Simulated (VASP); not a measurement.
# Nb4N in VASP: a series of runs

The runs below take Nb4N through single point, with PBE.

Everything below comes from runs of VASP 6.6.1. Logs are shortened: lines on timing, memory, paths and dates and some standing lists are left out, and cuts for length are marked.

### Step 1. The cell of the first run

The cell holds a slab with vacuum, 5 atoms: a = 3.311 Å, b = 3.311 Å, c = 21.799 Å, α = 90.00°, β = 90.00°, γ = 90.00°.

### Step 2. Single point, PBE, collinear spin, ferromagnetic start

File INCAR:

```
ALGO = Normal
DIPOL = 0.5 0.5 0.340
EDIFF = 1E-7
ENCUT = 520
GGA = PE
IDIPOL = 3
ISIF = 2
ISMEAR = 0
ISPIN = 2
LASPH = True
LCHARG = False
LDIPOL = True
LMAXMIX = 4
LORBIT = 11
LREAL = False
LWAVE = False
MAGMOM = 0 0 0 0 3
NBANDS = 40
NELM = 150
PREC = Accurate
SIGMA = 0.1
```

File KPOINTS:

```
k-points
0
Gamma
  8 8 1
```

File POSCAR:

```
Nb4N
1.0
    3.3111160015      0.0000000000      0.0000000000
    0.0000000000      3.3111160015      0.0000000000
    0.0000000000      0.0000000000     21.7993006655
Nb N
4 1
Direct
    0.5000000000      0.5000000000      0.1834921249
    0.0000000000      0.0000000000      0.2594375887
    0.5000000000      0.5000000000      0.3336918596
    0.0000000000      0.0000000000      0.4036505941
    0.2500000000      0.2500000000      0.5187919025
```

Potentials or basis: VASP PAW PBE potentials, release 64 (Nb_sv, N).

On the command line:

```sh
cat potpaw_PBE.64/Nb_sv/POTCAR potpaw_PBE.64/N/POTCAR > POTCAR
mpirun -np 1 vasp_std > vasp.out
```

OUTCAR:

```text
EDIFF = 1E-7
   ENCUT = 520
   GGA = PE
   ISIF = 2
   ISMEAR = 0
   ISPIN = 2
   LASPH = True
   LORBIT = 11
   LREAL = False
   NELM = 150
   PREC = Accurate

 ion  position               nearest neighbor table
   1  0.500  0.500  0.183-   2 2.87   2 2.87   2 2.87   2 2.87
   2  0.000  0.000  0.259-   3 2.85   3 2.85   3 2.85   3 2.85   1 2.87   1 2.87   1 2.87   1 2.87

   3  0.500  0.500  0.334-   4 2.79   4 2.79   4 2.79   4 2.79   2 2.85   2 2.85   2 2.85   2 2.85

   4  0.000  0.000  0.404-   3 2.79   3 2.79   3 2.79   3 2.79
   5  0.250  0.250  0.519-

  LATTYP: Found a simple tetragonal cell.
 ALAT       =     3.3111160015
 C/A-ratio  =     6.5836716852

  Lattice vectors:

 A1 = (   3.3111160015,   0.0000000000,   0.0000000000)
 A2 = (   0.0000000000,   3.3111160015,   0.0000000000)
 A3 = (   0.0000000000,   0.0000000000,  21.7993006655)

Analysis of symmetry for initial positions (statically):
=====================================================================
 Subroutine PRICEL returns:
 Original cell was already a primitive cell.

 Routine SETGRP: Setting up the symmetry group for a
 simple tetragonal supercell.

 Subroutine GETGRP returns: Found  2 space group operations
 (whereof  2 operations were pure point group operations)
 out of a pool of 16 trial point group operations.

The static configuration has the point symmetry C_1h.

Analysis of symmetry for dynamics (positions and initial velocities):
=====================================================================
 Subroutine PRICEL returns:
 Original cell was already a primitive cell.

 Routine SETGRP: Setting up the symmetry group for a
 simple tetragonal supercell.

 Subroutine GETGRP returns: Found  2 space group operations
 (whereof  2 operations were pure point group operations)
 out of a pool of 16 trial point group operations.

The dynamic configuration has the point symmetry C_1h.

Analysis of structural, dynamic, and magnetic symmetry:
=====================================================================
 Subroutine PRICEL returns:
 Original cell was already a primitive cell.

 Routine SETGRP: Setting up the symmetry group for a
 simple tetragonal supercell.

 Subroutine GETGRP returns: Found  2 space group operations
 (whereof  2 operations were pure point group operations)
 out of a pool of 16 trial point group operations.

The overall configuration has the point symmetry C_1h.

 Subroutine INISYM returns: Found  2 space group operations
 (whereof  2 operations are pure point group operations),
 and found     1 'primitive' translations

----------------------------------------------------------------------------------------

                                     Primitive cell

  volume of cell :     238.9964

  direct lattice vectors                    reciprocal lattice vectors
     3.311116001  0.000000000  0.000000000     0.302012977  0.000000000  0.000000000
     0.000000000  3.311116001  0.000000000     0.000000000  0.302012977  0.000000000
     0.000000000  0.000000000 21.799300665     0.000000000  0.000000000  0.045873031

  length of vectors
     3.311116001  3.311116001 21.799300665     0.302012977  0.302012977  0.045873031

  position of ions in fractional coordinates (direct lattice)
     0.500000000  0.500000000  0.183492125
     0.000000000  0.000000000  0.259437589
     0.500000000  0.500000000  0.333691860
     0.000000000  0.000000000  0.403650594
     0.250000000  0.250000000  0.518791902

  ion indices of the primitive-cell ions
   primitive index   ion index
                 1           1
                 2           2
                 3           3
                 4           4
                 5           5

[... 29 lines left out ...]
  0.125000  0.000000  0.000000      4.000000
  0.250000  0.000000  0.000000      4.000000
  0.375000  0.000000  0.000000      4.000000
  0.500000  0.000000  0.000000      2.000000
  0.125000  0.125000  0.000000      2.000000
[... 13 lines left out ...]
  0.500000  0.375000  0.000000      4.000000
  0.500000  0.500000  0.000000      1.000000
   k-points           NKPTS =     21   k-points in BZ     NKDIM =     21   number of bands    NBANDS=     40
   number of dos      NEDOS =    301   number of ions     NIONS =      5
   total plane-waves  NPLWV = 127008
   dimension x,y,z NGX =    28 NGY =   28 NGZ =  162
   dimension x,y,z NGXF=    56 NGYF=   56 NGZF=  324
   ions per type =               4   1
   NGX,Y,Z   is equivalent  to a cutoff of  14.06, 14.06, 12.35 a.u.
   NGXF,Y,Z  is equivalent  to a cutoff of  28.12, 28.12, 24.71 a.u.
 SYSTEM =  unknown system
   PREC   = accura    normal or accurate (medium, high low for compatibility)
   ISTART =      0    job   : 0-new  1-cont  2-samecut
   ICHARG =      2    charge: 1-file 2-atom 10-const
   ISPIN  =      2    spin polarized calculation?
   LNONCOLLINEAR =      F non collinear calculations
   LSORBIT =      F    spin-orbit coupling
   LASPH  =      T    aspherical Exc in radial PAW
   ENCUT  =  520.0 eV  38.22 Ry    6.18 a.u.   6.16  6.16 40.53*2*pi/ulx,y,z
   NELM   =    150;   NELMIN=  2; NELMDL= -5     # of ELM steps
   EDIFF  = 0.1E-06   stopping-criterion for ELM
   LREAL  =      F    real-space projection
   EDIFFG = 0.1E-05   stopping-criterion for IOM
   NSW    =      0    number of steps for IOM
   IBRION =     -1    ionic relax: 0-MD 1-quasi-New 2-CG
   NFREE  =      0    steps in history (QN), initial steepest desc. (CG)
   ISIF   =      2    stress and relaxation
   ISYM   =      2    0-nonsym 1-usesym 2-fastsym
   POTIM  = 0.5000    time-step for ionic-motion
   TEBEG  =    0.0;   TEEND  =   0.0 temperature during run
   PSTRESS=    0.0 pullay stress
   NELECT =      57.0000    total number of electrons
   NUPDOWN=      -1.0000    fix difference up-down
   EMIN   =  10.00;   EMAX   =-10.00  energy-range for DOS
   EFERMI =   0.00;   METHOD = LEGACY
   ISMEAR =     0;   SIGMA  =   0.10  broadening in eV -4-tet -1-fermi 0-gaus
   EFERMI_NEDOS =   21; number of points for ismear=-14 and -15
   IALGO  =     38    algorithm
   IMIX   =      4    mixing-type and parameters
     AMIX     =   0.40;   BMIX     =  1.00
     AMIX_MAG =   1.60;   BMIX_MAG =  1.00
  volume/ion in A,a.u.               =      47.80       322.57
  Fermi-wavevector in a.u.,A,eV,Ry     =   1.015241  1.918528 14.023731  1.030715
  Thomas-Fermi vector in A             =   2.148516
   LORBIT       =     11    0 simple, 1 ext, 2 COOP (PROOUT), +10 PAW based schemes
   GGA     = PE    functional components
   LHFCALC =     F    Hartree Fock is set to
   AEXX    =    0.0000 exact exchange contribution
   IVDW    =     0    specifies the selected vdW correction
   LEPSILON=     F    determine dielectric tensor
   LRPA    =     F    only Hartree local field effects (RPA)
 spin polarized calculation
 Gauss-broadening in eV      SIGMA  =   0.10
  energy-cutoff  :      520.00
  volume of cell :      239.00
 maximum number of plane-waves:      6480
 NGX is ok and might be reduce to    28
   NGX = 13   NGY = 13   NGZ = 81

 dipolmoment           0.000000      0.000000     -0.350654 electrons x Angstroem

 number of electron      57.0000002 magnetization       1.5800477

 dipolmoment           0.000000      0.000000      0.183468 electrons x Angstroem

 Free energy of the ion-electron system (eV)
  ---------------------------------------------------
  ext. energy  EPLUGINS =         0.00000000
  ---------------------------------------------------
  free energy    TOTEN  =       -41.48750010 eV

  energy without entropy =      -41.45459972  energy(sigma->0) =      -41.47104991

 E-fermi :   0.3020     XC(G=0):  -5.3418

 val. band max:        0.3008408952   @ k =   0.5000   0.2500   0.0000
 cond. band min:       0.3119073749   @ k =   0.1250   0.0000   0.0000
 fundamental gap:      0.0110664797
 Fermi energy:         0.3019566146

 spin component 1

 k-point     1 :       0.0000    0.0000    0.0000
  band No.  band energies     occupation
      1     -54.7490      1.00000
      2     -54.6047      1.00000
      3     -54.2091      1.00000
      4     -53.9229      1.00000
      5     -30.8918      1.00000
      6     -30.7428      1.00000
[... 892 lines left out ...]
     39       3.8190      0.00000
     40       3.9646      0.00000
 Fermi energy:         0.3019566146

 spin component 2

 k-point     1 :       0.0000    0.0000    0.0000
  band No.  band energies     occupation
      1     -54.9311      1.00000
      2     -54.8311      1.00000
      3     -54.1996      1.00000
      4     -53.8819      1.00000
      5     -31.1004      1.00000
      6     -30.9888      1.00000
[... 892 lines left out ...]
     39       3.7176      0.00000
     40       4.0090      0.00000

------------------------ aborting loop because EDIFF is reached ----------------------------------------

 vacuum level on the upper side and lower side of the slab       (xc-potential included)         1.476        -1.583

  FORCE on cell =-STRESS in cart. coord.  units (eV):
  Direction    XX          YY          ZZ          XY          YZ          ZX
  --------------------------------------------------------------------------------------
  -------------------------------------------------------------------------------------
  Total       -3.9963728     -3.9963728     -4.9863563     -0.2428119     -0.8054656     -0.8054681
  in kB      -26.7907716    -26.7907716    -33.4273956     -1.6277559     -5.3996576     -5.3996743
  external PRESSURE =     -29.0029796 kB  Pullay stress =       0.0000000 kB

 VOLUME and BASIS-vectors are now :
 -----------------------------------------------------------------------------
  energy-cutoff  :      520.00
  volume of cell :      239.00
      direct lattice vectors                 reciprocal lattice vectors
     3.311116001  0.000000000  0.000000000     0.302012977  0.000000000  0.000000000
     0.000000000  3.311116001  0.000000000     0.000000000  0.302012977  0.000000000
     0.000000000  0.000000000 21.799300665     0.000000000  0.000000000  0.045873031

 POSITION                                       TOTAL-FORCE (eV/Angst)
 -----------------------------------------------------------------------------------
      1.65556      1.65556      4.00000        -0.003635     -0.003635      0.790215
      0.00000      0.00000      5.65556         0.032073      0.032073     -0.815413
      1.65556      1.65556      7.27425        -0.079648     -0.079648     -0.355810
      0.00000      0.00000      8.79930         0.387454      0.387454      2.072989
      0.82778      0.82778     11.30930        -0.336245     -0.336245     -1.691980
 -----------------------------------------------------------------------------------
    total drift:                                0.000001      0.000001      0.000156

  FREE ENERGIE OF THE ION-ELECTRON SYSTEM (eV)
  ---------------------------------------------------
  free  energy   TOTEN  =       -41.4875000980 eV

  energy  without entropy=      -41.4545997156  energy(sigma->0) =      -41.47104991

 vacuum level on the upper side and lower side of the slab         7.008         3.888

 total charge

# of ion       s       p       d       tot
------------------------------------------
    1        2.210   5.942   2.435  10.587
    2        2.222   6.010   2.461  10.692
    3        2.229   6.008   2.529  10.766
    4        2.210   5.957   2.419  10.586
    5        1.353   1.944   0.000   3.296
--------------------------------------------------
tot         10.223  25.860   9.844  45.927

 magnetization (x)

# of ion       s       p       d       tot
------------------------------------------
    1       -0.005  -0.004  -0.271  -0.280
    2        0.001   0.000   0.017   0.018
    3        0.003   0.005   0.077   0.085
    4       -0.009  -0.000  -0.347  -0.356
    5        0.035   1.526   0.000   1.561
--------------------------------------------------
tot          0.024   1.527  -0.524   1.028
```

Run time: 15 min. Hardware: 1 thread of Intel Xeon 6975P-C (Granite Rapids), shared host; peak memory 0.61 GiB.

What came out:

- Free energy: -41.4875 eV
- Largest force: 2.144 eV/Å
- Net moment: 1.58 μB per cell
- Site moments: Nb -0.28, +0.02, +0.09, -0.36; N +1.56 μB
- Valence electrons inside the program's atomic spheres: Nb 10.59, 10.69, 10.77 (each value once); N 3.30

Forces on the atoms (eV/Å):
```
Nb  -0.004 -0.004  0.790
Nb   0.032  0.032 -0.815
Nb  -0.080 -0.080 -0.356
Nb   0.387  0.387  2.073
N   -0.336 -0.336 -1.692
```

### Step 3. Single point, PBE, collinear spin, ferromagnetic start

File INCAR:

```
SYSTEM = Nb4N
PREC = Accurate
ENCUT = 520
EDIFF = 1E-7
ISMEAR = 0
SIGMA = 0.1
LREAL = .False.
LASPH = .True.
NELM = 150
ALGO = Normal
ISIF = 2
LWAVE = .False.
LCHARG = .True.
ISPIN = 2
MAGMOM = 0 0 0 0 3
LORBIT = 11
LMAXMIX = 4
LDIPOL = .True.
IDIPOL = 3
DIPOL = 0.5 0.5 0.354
GGA = PE
LELF = .True.
LVHAR = .True.
LVACPOTAV = .True.
NBANDS = 40
```

File KPOINTS:

```
Automatic mesh
0
Gamma
  8 8 1
  0 0 0
```

POSCAR: that of step 2 with these lines changed.

```diff
@@ -12,2 +12,2 @@
     0.0000000000      0.0000000000      0.4036505941
-    0.2500000000      0.2500000000      0.5187919025
+    0.1250000000      0.1250000000      0.5921887525
```

Potentials or basis: VASP PAW PBE potentials, release 64 (Nb_sv, N).

On the command line:

```sh
cat potpaw_PBE.64/Nb_sv/POTCAR potpaw_PBE.64/N/POTCAR > POTCAR
mpirun -np 1 vasp_std > vasp.out
```

It took 12 min on 1 thread of Intel Xeon 6975P-C (Granite Rapids), shared host; peak memory 0.62 GiB.

It converged, with:

```
Free energy                                           : -40.5161 eV
Largest force                                         : 0.768 eV/Å
Net moment                                            : 3.12 μB per cell
Site moments                                          : Nb +0.14, +0.01, +0.00 (each value once); N +1.90 μB
Valence electrons inside the program's atomic spheres : Nb 10.58, 10.68, 10.75, 10.63; N 3.28
```

Forces on the atoms (eV/Å):
```
Nb   0.000  0.000  0.724
Nb   0.001  0.001 -0.768
Nb   0.001  0.001  0.137
Nb   0.005  0.005  0.045
N   -0.006 -0.006 -0.139
```

Levels at points of the mesh, in eV from the Fermi level:
Spin up:
```tsv
k point	band 27	band 28	band 29	band 30	band 31	band 32	band 33	band 34
(0.00, 0.00, 0.00)	-0.25	-0.03	0.09	0.09	0.16	0.31	0.31	0.67
(0.50, 0.00, 0.00)	-1.26	-1.24	-0.07	-0.04	0.00	0.09	0.96	1.28
(0.50, 0.50, 0.00)	-1.55	-1.55	-0.46	-0.46	1.87	1.87	2.04	2.19
```
Spin down:
| k point | band 23 | band 24 | band 25 | band 26 | band 27 | band 28 | band 29 | band 30 | band 31 | band 32 |
| --- | --- | --- | --- | --- | --- | --- | --- | --- | --- | --- |
| (0.00, 0.00, 0.00) | -2.39 | -0.22 | -0.18 | 0.13 | 0.13 | 0.15 | 0.19 | 0.34 | 0.34 | 1.24 |
| (0.50, 0.00, 0.00) | -1.51 | -1.24 | -1.22 | -0.07 | -0.01 | 0.05 | 0.06 | 0.22 | 0.81 | 1.13 |
| (0.50, 0.50, 0.00) | -1.76 | -1.53 | -1.53 | -0.42 | -0.42 | 0.59 | 0.59 | 1.28 | 1.92 | 1.92 |
